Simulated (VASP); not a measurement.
# ScSi2 (P6/mmm) in VASP: single point with PBE

Aim: the single point of ScSi2 with PBE.

All numbers are computed with VASP 6.6.1; they aren't measurements. Logs are shortened: lines on timing, memory, paths and dates and some standing lists are left out, and cuts for length are marked.

### Step 1. The cell of the first run

The structure is hexagonal, space group P6/mmm (No. 191). The conventional cell has a = 3.660 Å, b = 3.660 Å, c = 3.870 Å, α = 90.00°, β = 90.00°, γ = 120.00°. Sc (site symmetry 6/mmm) has 12 Si at 2.87 Å and 8 Sc at 3.66 to 3.87 Å within 3.9 Å. Within 2.9 Å of Si (site symmetry -6m2) lie 3 Si at 2.11 Å and 6 Sc at 2.87 Å.

### Step 2. Single point, PBE

POSCAR reads:

```
ScSi2
1.0
    3.6600000000      0.0000000000      0.0000000000
   -1.8300000000      3.1696529779      0.0000000000
    0.0000000000      0.0000000000      3.8700000000
Sc Si
1 2
Direct
    0.0000000000      0.0000000000      0.0000000000
    0.3333330000      0.6666670000      0.5000000000
    0.6666670000      0.3333330000      0.5000000000
```

INCAR.step1 reads:

```
PREC     = Accurate       # precision mode
ENCUT    = 400            # plane-wave cutoff, eV
EDIFF    = 1E-6           # SCF threshold, eV
ISMEAR   = -1             # smearing method
SIGMA    = 0.1            # smearing width, eV
LREAL    = F              # projectors in reciprocal space
LASPH    = T              # aspherical terms in the spheres
NELM     = 120            # most SCF steps
ALGO     = Normal         # electronic algorithm
ISIF     = 2              # what is computed and relaxed
LWAVE    = F              # write WAVECAR
LCHARG   = T              # write CHGCAR
LMAXMIX  = 4              # l up to which the mixer works
GGA      = PE             # functional
NBANDS   = 16             # bands
GGA_COMPAT= F            
NEDOS    = 2001           # points of the DOS
LORBIT   = 11             # projections on sites
```

KPOINTS.step1 reads:

```
regular mesh
0
Gamma
  7 7 6
```

INCAR.step2 reads:

```
PREC     = Accurate       # precision mode
ENCUT    = 400            # plane-wave cutoff, eV
EDIFF    = 1E-6           # SCF threshold, eV
ISMEAR   = -5             # smearing method
SIGMA    = 0.1            # smearing width, eV
LREAL    = F              # projectors in reciprocal space
LASPH    = T              # aspherical terms in the spheres
NELM     = 120            # most SCF steps
ALGO     = Normal         # electronic algorithm
ISIF     = 2              # what is computed and relaxed
LWAVE    = F              # write WAVECAR
LCHARG   = F              # write CHGCAR
LMAXMIX  = 4              # l up to which the mixer works
GGA      = PE             # functional
LORBIT   = 10             # projections on sites
NBANDS   = 16             # bands
NEDOS    = 2001           # points of the DOS
ICHARG   = 11             # starting density
GGA_COMPAT= F
```

KPOINTS.step2 reads:

```
regular mesh
0
Gamma
  11 11 9
```

Potentials or basis: VASP PAW PBE potentials, release 64 (Sc_sv, Si).

The run is started by

```console
$ cat potpaw_PBE.64/Sc_sv/POTCAR potpaw_PBE.64/Si/POTCAR > POTCAR
$ cp INCAR.step1 INCAR
$ cp KPOINTS.step1 KPOINTS
$ mpirun -np 1 vasp_std > vasp.out
$ cp INCAR.step2 INCAR
$ cp KPOINTS.step2 KPOINTS
$ mpirun -np 1 vasp_std > vasp.out
```

OUTCAR:

```text
PREC = Accurate
   ENCUT = 400
   EDIFF = 1E-6
   ISMEAR = -5
   LREAL = F
   LASPH = T
   NELM = 120
   ISIF = 2
   GGA = PE
   LORBIT = 10
   ICHARG = 11

 ion  position               nearest neighbor table
   1  0.000  0.000  0.000-   2 2.87   3 2.87   2 2.87   3 2.87   3 2.87   3 2.87   2 2.87   2 2.87
                             3 2.87   3 2.87   2 2.87   2 2.87
   2  0.333  0.667  0.500-   3 2.11   3 2.11   3 2.11   1 2.87   1 2.87   1 2.87   1 2.87   1 2.87
                             1 2.87
   3  0.667  0.333  0.500-   2 2.11   2 2.11   2 2.11   1 2.87   1 2.87   1 2.87   1 2.87   1 2.87
                             1 2.87

  LATTYP: Found a hexagonal cell.
 ALAT       =     3.6600000000
 C/A-ratio  =     1.0573770492

  Lattice vectors:

 A1 = (   3.6600000000,   0.0000000000,   0.0000000000)
 A2 = (  -1.8300000000,   3.1696529779,   0.0000000000)
 A3 = (   0.0000000000,   0.0000000000,   3.8700000000)

Analysis of symmetry for initial positions (statically):
=====================================================================
 Subroutine PRICEL returns:
 Original cell was already a primitive cell.

 Routine SETGRP: Setting up the symmetry group for a
 hexagonal supercell.

 Subroutine GETGRP returns: Found 24 space group operations
 (whereof 24 operations were pure point group operations)
 out of a pool of 24 trial point group operations.

The static configuration has the point symmetry D_6h.

Analysis of symmetry for dynamics (positions and initial velocities):
=====================================================================
 Subroutine PRICEL returns:
 Original cell was already a primitive cell.

 Routine SETGRP: Setting up the symmetry group for a
 hexagonal supercell.

 Subroutine GETGRP returns: Found 24 space group operations
 (whereof 24 operations were pure point group operations)
 out of a pool of 24 trial point group operations.

The dynamic configuration has the point symmetry D_6h.

 Subroutine INISYM returns: Found 24 space group operations
 (whereof 24 operations are pure point group operations),
 and found     1 'primitive' translations

----------------------------------------------------------------------------------------

                                     Primitive cell

  volume of cell :      44.8956
[... 99 lines left out ...]
   ISIF   =      2    stress and relaxation
   ISYM   =      2    0-nonsym 1-usesym 2-fastsym
   POTIM  = 0.5000    time-step for ionic-motion
   TEBEG  =    0.0;   TEEND  =   0.0 temperature during run
   PSTRESS=    0.0 pullay stress
   NELECT =      19.0000    total number of electrons
   NUPDOWN=      -1.0000    fix difference up-down
   EMIN   =  10.00;   EMAX   =-10.00  energy-range for DOS
   EFERMI =   0.00;   METHOD = LEGACY
   ISMEAR =    -5;   SIGMA  =   0.10  broadening in eV -4-tet -1-fermi 0-gaus
   EFERMI_NEDOS =   21; number of points for ismear=-14 and -15
   IALGO  =     38    algorithm
   IMIX   =      4    mixing-type and parameters
     AMIX     =   0.40;   BMIX     =  1.00
     AMIX_MAG =   1.60;   BMIX_MAG =  1.00
  volume/ion in A,a.u.               =      14.97       100.99
  Fermi-wavevector in a.u.,A,eV,Ry     =   1.229112  2.322685 20.554542  1.510716
  Thomas-Fermi vector in A             =   2.364012
   LORBIT       =     10    0 simple, 1 ext, 2 COOP (PROOUT), +10 PAW based schemes
   GGA     = PE    functional components
   LHFCALC =     F    Hartree Fock is set to
   AEXX    =    0.0000 exact exchange contribution
   IVDW    =     0    specifies the selected vdW correction
   LEPSILON=     F    determine dielectric tensor
   LRPA    =     F    only Hartree local field effects (RPA)
 non-spin polarized calculation
 Fermi weights with tetrahedron method with Bloechl corrections
  energy-cutoff  :      400.00
  volume of cell :       44.90
 maximum number of plane-waves:       834
 NGX is ok and might be reduce to    24

 number of electron      18.9999998 magnetization

 Free energy of the ion-electron system (eV)
  ---------------------------------------------------
  ext. energy  EPLUGINS =         0.00000000
  ---------------------------------------------------
  free energy    TOTEN  =       -17.34808582 eV

  energy without entropy =      -17.34808582  energy(sigma->0) =      -17.34808582

 E-fermi :   9.2352     XC(G=0): -11.2374

 val. band max:        9.2938924317   @ k =   0.2727   0.2727   0.0000
 cond. band min:       9.1304877036   @ k =   0.0000   0.0000   0.2222
 fundamental gap:     -0.1634047281
 Fermi energy:         9.2352481861

 k-point     1 :       0.0000    0.0000    0.0000
  band No.  band energies     occupation
      1     -40.3365      2.00000
      2     -19.0417      2.00000
      3     -18.9742      2.00000
      4     -18.9742      2.00000
      5      -4.6431      2.00000
      6       5.6617      2.00000
[... 433 lines left out ...]
      3     -19.0312      2.00000
      4     -18.9895      2.00000
      5      -3.7433      2.00000
      6       3.0123      2.00000
[... 8 lines left out ...]
     15      12.7136      0.00000
     16      13.8847      0.00000

 [... further k-points ...]

------------------------ aborting loop because EDIFF is reached ----------------------------------------

  FORCE on cell =-STRESS in cart. coord.  units (eV):
  Direction    XX          YY          ZZ          XY          YZ          ZX
  --------------------------------------------------------------------------------------
  -------------------------------------------------------------------------------------
  Total       10.2088432     10.2088432      0.2669848      0.0000000      0.0000000      0.0000000
  in kB      364.3202814    364.3202814      9.5278150      0.0000000      0.0000000      0.0000000
  external PRESSURE =     246.0561259 kB  Pullay stress =       0.0000000 kB

 VOLUME and BASIS-vectors are now :
 -----------------------------------------------------------------------------
  energy-cutoff  :      400.00
  volume of cell :       44.90
      direct lattice vectors                 reciprocal lattice vectors
     3.660000000  0.000000000  0.000000000     0.273224044  0.157745975  0.000000000
    -1.830000000  3.169652978  0.000000000     0.000000000  0.315491950  0.000000000
     0.000000000  0.000000000  3.870000000     0.000000000  0.000000000  0.258397933

 POSITION                                       TOTAL-FORCE (eV/Angst)
 -----------------------------------------------------------------------------------
      0.00000      0.00000      0.00000         0.000000      0.000000      0.000000
     -0.00000      2.11310      1.93500        -0.000000     -0.000000      0.000000
      1.83000      1.05655      1.93500         0.000000      0.000000      0.000000
 -----------------------------------------------------------------------------------
    total drift:                               -0.000000     -0.000000      0.000000

  FREE ENERGIE OF THE ION-ELECTRON SYSTEM (eV)
  ---------------------------------------------------
  free  energy   TOTEN  =       -17.3480858217 eV

  energy  without entropy=      -17.3480858217  energy(sigma->0) =      -17.34808582

 total charge

# of ion       s       p       d       tot
------------------------------------------
    1        2.158   6.127   1.247   9.532
    2        0.761   1.101   0.000   1.862
    3        0.761   1.101   0.000   1.862
--------------------------------------------------
tot          3.680   8.329   1.247  13.256
```

OUTCAR.step1:

```text
PREC = Accurate
   ENCUT = 400
   EDIFF = 1E-6
   ISMEAR = -1
   LREAL = F
   LASPH = T
   NELM = 120
[... 688 lines left out ...]
    total drift:                               -0.000000      0.000000      0.000000

  FREE ENERGIE OF THE ION-ELECTRON SYSTEM (eV)
  ---------------------------------------------------
  free  energy   TOTEN  =       -17.3831944208 eV

  energy  without entropy=      -17.3454263533  energy(sigma->0) =      -17.36431039

 total charge

# of ion       s       p       d       tot
------------------------------------------
    1        2.156   6.126   1.264   9.546
    2        0.758   1.101   0.000   1.859
    3        0.758   1.101   0.000   1.859
--------------------------------------------------
tot          3.672   8.328   1.264  13.264
```

OSZICAR.step1:

```text
N       E                     dE             d eps       ncg     rms          rms(c)
DAV:   1     0.101652363831E+03    0.10165E+03   -0.71787E+03  1040   0.925E+02
DAV:   2    -0.148048863787E+02   -0.11646E+03   -0.11383E+03  1056   0.303E+02
DAV:   3    -0.194980663092E+02   -0.46932E+01   -0.45043E+01  1552   0.573E+01
DAV:   4    -0.196050904406E+02   -0.10702E+00   -0.10697E+00  1248   0.925E+00
DAV:   5    -0.196088979411E+02   -0.38075E-02   -0.38073E-02  1592   0.167E+00    0.113E+01
DAV:   6    -0.174123991654E+02    0.21965E+01   -0.84568E+00  1704   0.266E+01    0.481E+00
DAV:   7    -0.173975420128E+02    0.14857E-01   -0.27515E-01  1248   0.346E+00    0.292E+00
DAV:   8    -0.173842993046E+02    0.13243E-01   -0.35123E-02  1360   0.213E+00    0.467E-01
DAV:   9    -0.173833084129E+02    0.99089E-03   -0.10457E-02  1536   0.113E+00    0.192E-01
DAV:  10    -0.173835390687E+02   -0.23066E-03   -0.44483E-03  1544   0.604E-01    0.110E-01
DAV:  11    -0.173831936155E+02    0.34545E-03   -0.20351E-03  1528   0.436E-01    0.185E-02
DAV:  12    -0.173831946412E+02   -0.10257E-05   -0.31607E-05  1368   0.515E-02    0.143E-02
DAV:  13    -0.173831944208E+02    0.22042E-06   -0.96339E-07   928   0.101E-02
   1 F= -.17383194E+02 E0= -.17364310E+02  d E =-.377681E-01
```

Run time: 49 s. Hardware: 1 thread of Intel Xeon 8259CL, shared host; peak memory 0.16 GiB.

Results:

```yaml
Valence_electrons_inside_the_program's_atomic_spheres: Sc 9.53; Si 1.86
```

Levels at points of the mesh, in eV from the Fermi level:
```tsv
k point	band 7	band 8	band 9	band 10	band 11	band 12
(0.00, 0.00, 0.00)	-3.47	-3.47	-2.08	1.07	1.07	1.18
```

Caveat: tetrahedron occupations give inexact forces and stress in metals.
